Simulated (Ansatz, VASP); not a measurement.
# Two plane-wave programs on AgCl

File INCAR:

```
PREC = Accurate
ENCUT = 520
EDIFF = 1E-8
ISMEAR = -1
SIGMA = 0.03
LREAL = F
LASPH = T
NELM = 100
ALGO = Normal
ISIF = 2
LWAVE = F
LCHARG = F
GGA = CA
LEFG = T
NBANDS = 16
```

Contents of KPOINTS:

```
Automatic mesh
0
Gamma
  7 7 7
```

Contents of POSCAR:

```
AgCl
1.0
    0.0000000000      2.7350000000      2.7350000000
    2.7350000000      0.0000000000      2.7350000000
    2.7350000000      2.7350000000      0.0000000000
Ag Cl
1 1
Direct
    0.0250000000      0.0250000000     -0.0250000000
    0.4750000000      0.4750000000      0.5250000000
```

Input for Ansatz:

```yaml
crystal:
  lattice:
    - [0.0, 2.735, 2.735]
    - [2.735, 0.0, 2.735]
    - [2.735, 2.735, 0.0]
  atoms:
    - { symbol: Ag, position: [0.025, 0.025, -0.025] }
    - { symbol: Cl, position: [0.475, 0.475, 0.525] }
kpoints:
  mp_grid: { grid: [7, 7, 7] }
scf:
  occupations: { method: fermi_dirac, width: 0.03 }
hamiltonian:
  xc: lda
  pseudopotentials: { kind: paw }
output:
  forces: true
  stress: true
  eigenvalues: true
  efg: { contact_densities: true }
  populations: true
```

Change from the starting cell: shortest bond scaled by 1.1, PAW files.

Alike in both runs: task electric field gradients; functional LDA; k mesh 7 × 7 × 7; occupations fermi-dirac, width 0.03 eV; no spin polarisation.

|  | VASP | Ansatz |
| --- | --- | --- |
| version | VASP 6.6.1 | Ansatz 0.2.0 |
| potentials or method | VASP PAW LDA potentials, release 64 (Ag, Cl) | PAW with Ansatz's default frozen-core files, scalar-relativistic |
| plane-wave cutoff (eV) | 520 | 420 |
| valence electrons in the cell | 18 | 26 |

Ansatz gave:

| Property | Result |
| --- | --- |
| pressure (GPa) | -2.2 |
| traceless stress, the component that is largest in VASP (GPa) | 2.88 |
| rms of the force components (eV/Å) | 0.271 |
| size of Vzz on the site where it differs most (V/Å²) | 23.2 |

**Question.** Which values does VASP return?

**Answer.** Pressure (GPa): -2.2; traceless stress, the component that is largest in VASP (GPa): 2.90; rms of the force components (eV/Å): 0.275; size of Vzz on the site where it differs most (V/Å²): 32.6.

LDA's correlation is that of Perdew and Zunger in VASP and of Perdew and Wang (1992) in Ansatz. Atom by atom the forces differ by 0.004 eV/Å (rms over components). VASP's potentials hold 18 valence electrons a cell and Ansatz's 26, so a difference there can come from the potentials and not from the codes.
